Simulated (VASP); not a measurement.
Wanted: the native input for a VASP 6.6.1 run.

```yaml
Task: single point
Functional: PBE
Potentials_or_basis: VASP PAW PBE potentials, release 64 (Cs_sv, Y_sv, I)
Cutoff: 500 eV
k_mesh: 4 × 4 × 2
Occupations: fermi-dirac, width 0.02 eV
Spin: no spin polarisation
Dipole_correction: no
Further_INCAR_settings: ALGO = Normal; EDIFF = 1e-06; NBANDS = 132
```

The structure of Cs3Y2I9 lies in POSCAR:

```
Cs3Y2I9
1.0
    8.4060000000      0.0000000000      0.0000000000
   -4.2030000000      7.2798095442      0.0000000000
    0.0000000000      0.0000000000     21.2800000000
Cs Y I
6 4 18
Direct
    0.0000000000      0.0000000000      0.2500000000
    0.0000000000      0.0000000000      0.7500000000
    0.3333333333      0.6666666667      0.0682904749
    0.6666666667      0.3333333333      0.5682904749
    0.3333333333      0.6666666667      0.4317095251
    0.6666666667      0.3333333333      0.9317095251
    0.6666666667      0.3333333333      0.1555121837
    0.3333333333      0.6666666667      0.6555121837
    0.6666666667      0.3333333333      0.3444878163
    0.3333333333      0.6666666667      0.8444878163
    0.5017320268      0.0034640537      0.2500000000
    0.4982679732      0.5017320268      0.7500000000
    0.9965359463      0.4982679732      0.2500000000
    0.4982679732      0.9965359463      0.7500000000
    0.5017320268      0.4982679732      0.2500000000
    0.0034640537      0.5017320268      0.7500000000
    0.8379378985      0.6758757971      0.0839685303
    0.1620621015      0.8379378985      0.5839685303
    0.3241242029      0.1620621015      0.0839685303
    0.1620621015      0.3241242029      0.5839685303
    0.8379378985      0.1620621015      0.0839685303
    0.6758757971      0.8379378985      0.5839685303
    0.3241242029      0.1620621015      0.4160314697
    0.1620621015      0.8379378985      0.9160314697
    0.8379378985      0.6758757971      0.4160314697
    0.6758757971      0.8379378985      0.9160314697
    0.8379378985      0.1620621015      0.4160314697
    0.1620621015      0.3241242029      0.9160314697
```

The input as run:

INCAR

```
PREC = Accurate
ENCUT = 500
EDIFF = 1E-6
ISMEAR = -1
SIGMA = 0.02
LREAL = F
LASPH = T
NELM = 120
ALGO = Normal
ISIF = 2
LWAVE = F
LCHARG = F
GGA = PE
NBANDS = 132
GGA_COMPAT = F
KPAR = 4
```

KPOINTS

```
Automatic mesh
0
Gamma
  4 4 2
```

Potentials or basis: VASP PAW PBE potentials, release 64 (Cs_sv, Y_sv, I).

Run with:

```sh
$ cat potpaw_PBE.64/Cs_sv/POTCAR potpaw_PBE.64/Y_sv/POTCAR potpaw_PBE.64/I/POTCAR > POTCAR
$ mpirun -np 4 vasp_std > vasp.out
```

It gave:

```yaml
Pressure: 0.7 GPa
Band_gap_on_the_k_mesh: 2.54 eV, direct
```

Caveat: spin-orbit coupling is left out, which moves the levels of the heavy elements.

Run time: 18 min on 4 MPI ranks on Intel(R) Xeon(R) Platinum 8488C (Sapphire Rapids), on a shared host, peak memory 1.8 GiB a rank.
